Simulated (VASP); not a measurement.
# HPbNO4 (P2_1) in VASP: notebook

The runs below take HPbNO4 through single point, with r2SCAN+rVV10, BLYP, PBEsol, r2SCAN+D4, PBEsol+D3(BJ).

Program: VASP 6.6.1. These are calculated values, not measurements. Logs are shortened: lines on timing, memory, paths and dates and some standing lists are left out, and cuts for length are marked.

## (1) The cell of the first run

It takes space group P2_1 (No. 4, monoclinic). Conventional cell: a = 6.270 Å, b = 3.830 Å, c = 7.870 Å, α = 90.00°, β = 108.77°, γ = 90.00°. H (site symmetry 1) has 1 O at 0.98 Å within 1.3 Å. Within 3.3 Å of Pb (site symmetry 1) lie 9 O at 2.37 to 3.20 Å and 3 H at 2.80 to 2.92 Å and 1 N at 3.22 Å. N (site symmetry 1) has 3 O at 1.24 to 1.27 Å within 1.7 Å. Within 1.3 Å of O (site symmetry 1) lie 1 H at 0.98 Å. O (site symmetry 1) has 1 N at 1.24 Å within 1.7 Å. O (site symmetry 1) has 1 N at 1.25 Å within 1.7 Å. Within 1.7 Å of O (site symmetry 1) lie 1 N at 1.27 Å.

## (2) Single point, r2SCAN+rVV10

Input file POSCAR:

```
HPbNO4
1.0
    6.2659992306      0.0000000000      0.2282747883
    0.0000000000      3.8304872926      0.0000000000
   -2.8024448204      0.0000000000      7.3540103902
H Pb N O
2 2 2 8
Direct
    0.3031212813      0.0671661739      0.5161539708
    0.6968787187      0.5671661739      0.4838460292
    0.9925693839      0.5661808152      0.2824084832
    0.0074306161      0.0661808152      0.7175915168
    0.5715036078      0.3907651145      0.7902219067
    0.4284963922      0.8907651145      0.2097780933
    0.1390988968      0.0613526545      0.4630626391
    0.3881672928      0.4957602016      0.8004687667
    0.7539260224      0.5120644056      0.8886513254
    0.5750580901      0.1561856347      0.6765430946
    0.8609011032      0.5613526545      0.5369373609
    0.6118327072      0.9957602016      0.1995312333
    0.2460739776      1.0120644056      0.1113486746
    0.4249419099      0.6561856347      0.3234569054
```

Input file INCAR.step1:

```
SYSTEM = HPbNO4
PREC = Accurate
ENCUT = 520
ISMEAR = -1
SIGMA = 0.05
LREAL = .False.
LASPH = .True.
NELM = 60
NBANDS = 57
GGA = PE
ALGO = Normal
EDIFF = 1E-4
LWAVE = .True.
LCHARG = .False.
```

Input file INCAR.step2:

```
SYSTEM = HPbNO4
PREC = Accurate
ENCUT = 520
EDIFF = 1E-7
ISMEAR = -1
SIGMA = 0.05
LREAL = .False.
LASPH = .True.
NELM = 60
ALGO = Normal
ISIF = 2
LWAVE = .False.
LCHARG = .False.
METAGGA = R2SCAN
LMIXTAU = .True.
LUSE_VDW = .True.
IVDW_NL = 2
BPARAM = 11.95
CPARAM = 0.0093
NBANDS = 57
ISTART = 1
```

Input file KPOINTS:

```
regular mesh
0
Gamma
  4 5 3
  0 0 0
```

Potentials or basis: VASP PAW PBE potentials, release 64 (H, Pb_d, N, O).

The run is started by

```
cat potpaw_PBE.64/H/POTCAR potpaw_PBE.64/Pb_d/POTCAR potpaw_PBE.64/N/POTCAR potpaw_PBE.64/O/POTCAR > POTCAR
cp INCAR.step1 INCAR
mpirun -np 1 vasp_std > vasp.out
cp INCAR.step2 INCAR
mpirun -np 1 vasp_std > vasp.out
```

OUTCAR:

```text
SYSTEM = HPbNO4
   PREC = Accurate
   ENCUT = 520
   EDIFF = 1E-7
   ISMEAR = -1
   LREAL = .False.
   LASPH = .True.
   NELM = 60
   ISIF = 2
   METAGGA = R2SCAN
   IVDW_NL = 2
   BPARAM = 11.95
   ISTART = 1

 ion  position               nearest neighbor table
   1  0.303  0.067  0.516-   7 0.98
   2  0.697  0.567  0.484-  11 0.98
   3  0.993  0.566  0.282-   7 2.37  11 2.40   7 2.40  14 2.65  12 2.80  13 2.94   9 2.98   4 3.90
                             4 3.90
   4  0.007  0.066  0.718-  11 2.37   7 2.40  11 2.40  10 2.65   8 2.80   9 2.94  13 2.98   3 3.90
                             3 3.90
   5  0.572  0.391  0.790-   8 1.24   9 1.25  10 1.27
   6  0.428  0.891  0.210-  12 1.24  13 1.25  14 1.27
   7  0.139  0.061  0.463-   1 0.98   3 2.37   4 2.40   3 2.40
   8  0.388  0.496  0.800-   5 1.24   4 2.80
   9  0.754  0.512  0.889-   5 1.25   4 2.94   3 2.98
  10  0.575  0.156  0.677-   5 1.27   4 2.65
  11  0.861  0.561  0.537-   2 0.98   4 2.37   3 2.40   4 2.40
  12  0.612  0.996  0.200-   6 1.24   3 2.80
  13  0.246  0.012  0.111-   6 1.25   3 2.94   4 2.98
  14  0.425  0.656  0.323-   6 1.27   3 2.65

  LATTYP: Found a simple monoclinic cell.
 ALAT       =     6.2701559579
 B/A-ratio  =     0.6109078177
 C/A-ratio  =     1.2551346208
 COS(beta)  =    -0.3218409449

  Lattice vectors:

 A1 = (   6.2659992306,   0.0000000000,   0.2282747883)
 A2 = (   0.0000000000,   3.8304872926,   0.0000000000)
 A3 = (  -2.8024448204,   0.0000000000,   7.3540103902)

Analysis of symmetry for initial positions (statically):
=====================================================================
 Subroutine PRICEL returns:
 Original cell was already a primitive cell.

 Routine SETGRP: Setting up the symmetry group for a
 simple monoclinic supercell.

 Subroutine GETGRP returns: Found  2 space group operations
 (whereof  1 operations were pure point group operations)
 out of a pool of  4 trial point group operations.

The static configuration has the point symmetry C_1 .
 The point group associated with its full space group is C_2 .

Analysis of symmetry for dynamics (positions and initial velocities):
=====================================================================
 Subroutine PRICEL returns:
 Original cell was already a primitive cell.

 Routine SETGRP: Setting up the symmetry group for a
 simple monoclinic supercell.

 Subroutine GETGRP returns: Found  2 space group operations
 (whereof  1 operations were pure point group operations)
 out of a pool of  4 trial point group operations.

The dynamic configuration has the point symmetry C_1 .
 The point group associated with its full space group is C_2 .

 Subroutine INISYM returns: Found  2 space group operations
 (whereof  1 operations are pure point group operations),
 and found     1 'primitive' translations

----------------------------------------------------------------------------------------

                                     Primitive cell

  volume of cell :     178.9602

  direct lattice vectors                    reciprocal lattice vectors
     6.265999231  0.000000000  0.228274788     0.157406210  0.000000000  0.059983899
     0.000000000  3.830487293  0.000000000     0.000000000  0.261063391  0.000000000
    -2.802444820  0.000000000  7.354010390    -0.004886024  0.000000000  0.134118275

  length of vectors
     6.270155958  3.830487293  7.869889821     0.168448161  0.261063391  0.134207246

  position of ions in fractional coordinates (direct lattice)
     0.303121281  0.067166174  0.516153971
     0.696878719  0.567166174  0.483846029
     0.992569384  0.566180815  0.282408483
     0.007430616  0.066180815  0.717591517
     0.571503608  0.390765114  0.790221907
     0.428496392  0.890765114  0.209778093
     0.139098897  0.061352654  0.463062639
     0.388167293  0.495760202  0.800468767
     0.753926022  0.512064406  0.888651325
     0.575058090  0.156185635  0.676543095
     0.860901103  0.561352654  0.536937361
     0.611832707  0.995760202  0.199531233
     0.246073978  0.012064406  0.111348675
     0.424941910  0.656185635  0.323456905

  ion indices of the primitive-cell ions
   primitive index   ion index
                 1           1
                 2           2
                 3           3
                 4           4
                 5           5
                 6           6
                 7           7
                 8           8
                 9           9
                10          10
                11          11
                12          12
                13          13
                14          14

----------------------------------------------------------------------------------------

 KPOINTS: regular mesh

Automatic generation of k-mesh.
 Grid dimensions read from file:
 generate k-points for:    4    5    3

 Generating k-lattice:

  Cartesian coordinates                     Fractional coordinates (reciprocal lattice)
     0.039351552  0.000000000  0.014995975     0.250000000  0.000000000  0.000000000
     0.000000000  0.052212678  0.000000000     0.000000000  0.200000000  0.000000000
    -0.001628675  0.000000000  0.044706092     0.000000000  0.000000000  0.333333333

  Length of vectors
     0.042112040  0.052212678  0.044735749

  Shift w.r.t. Gamma in fractional coordinates (k-lattice)
     0.000000000  0.000000000  0.000000000

 Subroutine IBZKPT returns following result:
 ===========================================

 Found     21 irreducible k-points:

 Following reciprocal coordinates:
            Coordinates               Weight
  0.000000  0.000000  0.000000      1.000000
  0.250000  0.000000  0.000000      2.000000
  0.500000  0.000000  0.000000      1.000000
  0.000000  0.200000  0.000000      2.000000
  0.250000  0.200000  0.000000      4.000000
  0.500000  0.200000  0.000000      2.000000
[... 13 lines left out ...]
  0.500000  0.400000  0.333333      4.000000
 -0.250000  0.400000  0.333333      4.000000
   k-points           NKPTS =     21   k-points in BZ     NKDIM =     21   number of bands    NBANDS=     57
   number of dos      NEDOS =    301   number of ions     NIONS =     14
   total plane-waves  NPLWV =  80640
   dimension x,y,z NGX =    48 NGY =   28 NGZ =   60
   dimension x,y,z NGXF=    96 NGYF=   56 NGZF=  120
   ions per type =               2   2   2   8
   NGX,Y,Z   is equivalent  to a cutoff of  12.73, 12.15, 12.67 a.u.
   NGXF,Y,Z  is equivalent  to a cutoff of  25.45, 24.30, 25.35 a.u.
 SYSTEM =  HPbNO4
   PREC   = accura    normal or accurate (medium, high low for compatibility)
   ISTART =      1    job   : 0-new  1-cont  2-samecut
   ICHARG =      0    charge: 1-file 2-atom 10-const
   ISPIN  =      1    spin polarized calculation?
   LNONCOLLINEAR =      F non collinear calculations
   LSORBIT =      F    spin-orbit coupling
   LASPH  =      T    aspherical Exc in radial PAW
   ENCUT  =  520.0 eV  38.22 Ry    6.18 a.u.  11.66  7.12 14.63*2*pi/ulx,y,z
   NELM   =     60;   NELMIN=  2; NELMDL=  0     # of ELM steps
   EDIFF  = 0.1E-06   stopping-criterion for ELM
   LREAL  =      F    real-space projection
   EDIFFG = 0.1E-05   stopping-criterion for IOM
   NSW    =      0    number of steps for IOM
   IBRION =     -1    ionic relax: 0-MD 1-quasi-New 2-CG
   NFREE  =      0    steps in history (QN), initial steepest desc. (CG)
   ISIF   =      2    stress and relaxation
   ISYM   =      2    0-nonsym 1-usesym 2-fastsym
   POTIM  = 0.5000    time-step for ionic-motion
   TEBEG  =    0.0;   TEEND  =   0.0 temperature during run
   PSTRESS=    0.0 pullay stress
   NELECT =      88.0000    total number of electrons
   NUPDOWN=      -1.0000    fix difference up-down
   EMIN   =  10.00;   EMAX   =-10.00  energy-range for DOS
   EFERMI =   0.00;   METHOD = LEGACY
   ISMEAR =    -1;   SIGMA  =   0.05  broadening in eV -4-tet -1-fermi 0-gaus
   EFERMI_NEDOS =   21; number of points for ismear=-14 and -15
   IALGO  =     38    algorithm
   IMIX   =      4    mixing-type and parameters
     AMIX     =   0.40;   BMIX     =  1.00
     AMIX_MAG =   1.60;   BMIX_MAG =  1.00
  volume/ion in A,a.u.               =      12.78        86.26
  Fermi-wavevector in a.u.,A,eV,Ry     =   1.292162  2.441832 22.717407  1.669682
  Thomas-Fermi vector in A             =   2.423887
   LORBIT       =      0    0 simple, 1 ext, 2 COOP (PROOUT), +10 PAW based schemes
   METAGGA = R2SCAN    functional components
   LHFCALC =     F    Hartree Fock is set to
   AEXX    =    0.0000 exact exchange contribution
   IVDW_NL    =     2    kernel type
   BPARAM     =11.9500
   IVDW    =     0    specifies the selected vdW correction
   LEPSILON=     F    determine dielectric tensor
   LRPA    =     F    only Hartree local field effects (RPA)
 non-spin polarized calculation
  energy-cutoff  :      520.00
  volume of cell :      178.96
 maximum number of plane-waves:      4844
 NGX is ok and might be reduce to    48
   NGX = 23   NGY = 15   NGZ = 29

 number of electron      88.0000009 magnetization

 Free energy of the ion-electron system (eV)
  ---------------------------------------------------
  ext. energy  EPLUGINS =         0.00000000
  ---------------------------------------------------
  free energy    TOTEN  =      -194.05469149 eV

  energy without entropy =     -194.05469149  energy(sigma->0) =     -194.05469149

 E-fermi :   2.3930     XC(G=0):  -9.9898

 val. band max:        1.2339771597   @ k =   0.5000   0.0000   0.0000
 cond. band min:       4.7284778044   @ k =   0.5000   0.4000   0.3333
 fundamental gap:      3.4945006447
 Fermi energy:         2.3930247311

 k-point     1 :       0.0000    0.0000    0.0000
  band No.  band energies     occupation
      1     -26.0266      2.00000
      2     -26.0012      2.00000
      3     -20.3212      2.00000
      4     -20.3119      2.00000
      5     -20.0262      2.00000
      6     -19.9548      2.00000
[... 1228 lines left out ...]
     55      11.2378      0.00000
     56      11.6853      0.00000
 [bands above 56 left out]

------------------------ aborting loop because EDIFF is reached ----------------------------------------

  FORCE on cell =-STRESS in cart. coord.  units (eV):
  Direction    XX          YY          ZZ          XY          YZ          ZX
  --------------------------------------------------------------------------------------
  -------------------------------------------------------------------------------------
  Total        2.2373773      0.8703394      0.9689578      0.0000000      0.0000000      0.4011169
  in kB       20.0305743      7.7918904      8.6747916      0.0000000      0.0000000      3.5910806
  external PRESSURE =      12.1657521 kB  Pullay stress =       0.0000000 kB

 VOLUME and BASIS-vectors are now :
 -----------------------------------------------------------------------------
  energy-cutoff  :      520.00
  volume of cell :      178.96
      direct lattice vectors                 reciprocal lattice vectors
     6.265999231  0.000000000  0.228274788     0.157406210  0.000000000  0.059983899
     0.000000000  3.830487293  0.000000000     0.000000000  0.261063391  0.000000000
    -2.802444820  0.000000000  7.354010390    -0.004886024  0.000000000  0.134118275

 POSITION                                       TOTAL-FORCE (eV/Angst)
 -----------------------------------------------------------------------------------
      0.45286      0.25728      3.86500         0.139067      0.006813      0.077604
      3.01069      2.17252      3.71729        -0.139067      0.006813     -0.077604
      5.42800      2.16875      2.30341        -0.011596     -0.010647     -0.067741
     -1.96445      0.25350      5.27887         0.011596     -0.010647      0.067741
      1.36649      1.49682      5.94176         0.013883     -0.051444     -0.041250
      2.09707      3.41206      1.64053        -0.013883     -0.051444      0.041250
     -0.42611      0.23501      3.43712        -0.067479     -0.001518     -0.042089
      0.18899      1.89900      5.97526        -0.570072      0.190763      0.009580
      2.23370      1.96146      6.70725         0.414350      0.219292      0.364940
      1.70734      0.59827      5.10658         0.106974     -0.353259     -0.345236
      3.88967      2.15025      4.14516         0.067479     -0.001518      0.042089
      3.27457      3.81425      1.60702         0.570072      0.190763     -0.009580
      1.22985      0.04621      0.87503        -0.414350      0.219292     -0.364940
      1.75622      2.51351      2.47571        -0.106974     -0.353259      0.345236
 -----------------------------------------------------------------------------------
    total drift:                                0.000005     -0.000416     -0.000012

  FREE ENERGIE OF THE ION-ELECTRON SYSTEM (eV)
  ---------------------------------------------------
  free  energy   TOTEN  =      -194.0546914939 eV

  energy  without entropy=     -194.0546914939  energy(sigma->0) =     -194.05469149
```

It took 12 min on 1 thread of Intel Xeon Platinum 8375C at 2.90GHz (Ice Lake), shared host; peak memory 0.69 GiB.

Results:

```yaml
Free_energy: -194.0547 eV
Pressure: 1.2 GPa
Largest_force: 0.601 eV/Å
Band_gap_on_the_k_mesh: 3.49 eV (least direct gap 3.67 eV)
```

Forces in eV/Å, atoms in the order of the input:
```
H    0.139  0.007  0.078
H   -0.139  0.007 -0.078
Pb  -0.012 -0.011 -0.068
Pb   0.012 -0.011  0.068
N    0.014 -0.051 -0.041
N   -0.014 -0.051  0.041
O   -0.067 -0.002 -0.042
O   -0.570  0.191  0.010
O    0.414  0.219  0.365
O    0.107 -0.353 -0.345
O    0.067 -0.002  0.042
O    0.570  0.191 -0.010
O   -0.414  0.219 -0.365
O   -0.107 -0.353  0.345
```

Levels at points of the mesh, in eV from the valence-band top:
```tsv
k point	band 41	band 42	band 43	band 44	band 45	band 46	band 47	band 48
(0.00, 0.00, 0.00)	-1.32	-0.57	-0.51	-0.13	3.66	3.87	5.41	5.52
(0.50, 0.00, 0.00)	-1.04	-0.79	-0.59	0.00	3.92	3.98	4.57	5.15
```

Caveat: the standard files for N, O and F lose accuracy on very short bonds; the PAW data sets were made with another functional, which shifts forces and pressure a little; spin-orbit coupling is left out, which moves the levels of the heavy elements.

## (3) Single point, BLYP

This run uses another cell than the first one, of 15.48 Å³/atom.

Input file INCAR:

```
SYSTEM = HPbNO4
PREC = Accurate
ENCUT = 520
EDIFF = 1E-6
ISMEAR = -1
SIGMA = 0.05
LREAL = .False.
LASPH = .True.
NELM = 80
ALGO = Normal
ISIF = 2
LWAVE = .False.
LCHARG = .False.
GGA = B5
ALDAX = 1.0
AGGAX = 1.0
AGGAC = 1.0
ALDAC = 0.0
NBANDS = 57
```

KPOINTS is that of step 2.

Input file POSCAR:

```
HPbNO4
1.0
    6.5323387045      0.0000000000     -0.0179612977
    0.0000000000      4.2478631765      0.0000000000
   -3.2288480640      0.0000000000      7.8170227918
H Pb N O
2 2 2 8
Direct
    0.2864282799      0.1090897953      0.5050997036
    0.7135717201      0.6090897953      0.4949002964
    0.9825149565      0.6215828175      0.2937762897
    0.0174850435      0.1215828175      0.7062237103
    0.5965537372      0.3548180952      0.7987744739
    0.4034462628      0.8548180952      0.2012255261
    0.1233793518      0.1056700896      0.4525679098
    0.4206920063      0.4466644334      0.8126435356
    0.7843452622      0.4429605949      0.9030033212
    0.5862075110      0.1686891741      0.6750654392
    0.8766206482      0.6056700896      0.5474320902
    0.5793079937      0.9466644334      0.1873564644
    0.2156547378      0.9429605949      0.0969966788
    0.4137924890      0.6686891741      0.3249345608
```

Potentials or basis: VASP PAW PBE potentials, release 64 (H, Pb_d, N, O).

The run is started by

```
cat potpaw_PBE.64/H/POTCAR potpaw_PBE.64/Pb_d/POTCAR potpaw_PBE.64/N/POTCAR potpaw_PBE.64/O/POTCAR > POTCAR
mpirun -np 1 vasp_std > vasp.out
```

It took 9.1 min on 1 thread of AMD EPYC 7R13, shared host; peak memory 0.41 GiB.

It converged, with:

```
Free energy            : -76.9108 eV
Pressure               : 0.9 GPa
Largest force          : 0.535 eV/Å
Band gap on the k mesh : 3.26 eV (least direct gap 3.33 eV)
```

Forces in eV/Å, atoms in the order of the input:
```
H    0.131  0.003  0.059
H   -0.131  0.003 -0.059
Pb  -0.010 -0.008 -0.028
Pb   0.010 -0.008  0.028
N    0.002 -0.032 -0.036
N   -0.002 -0.032  0.036
O   -0.101  0.000 -0.051
O   -0.504  0.161  0.041
O    0.378  0.159  0.343
O    0.110 -0.282 -0.347
O    0.101  0.000  0.051
O    0.504  0.161 -0.041
O   -0.378  0.159 -0.343
O   -0.110 -0.282  0.347
```

Stress tensor (GPa, compression positive):
```
1.49 0.00 0.26
0.00 0.39 0.00
0.26 0.00 0.77
```

Levels at points of the mesh, in eV from the valence-band top:
```tsv
k point	band 42	band 43	band 44	band 45	band 46	band 47
(0.00, 0.00, 0.00)	-0.23	-0.16	-0.14	3.37	3.48	4.42
(0.50, 0.00, 0.00)	-0.54	-0.24	0.00	3.57	3.58	3.85
```

Caveat: the PAW data sets were made with another functional, which shifts forces and pressure a little; spin-orbit coupling is left out, which moves the levels of the heavy elements.

(Part 1 of 2 ends here.)
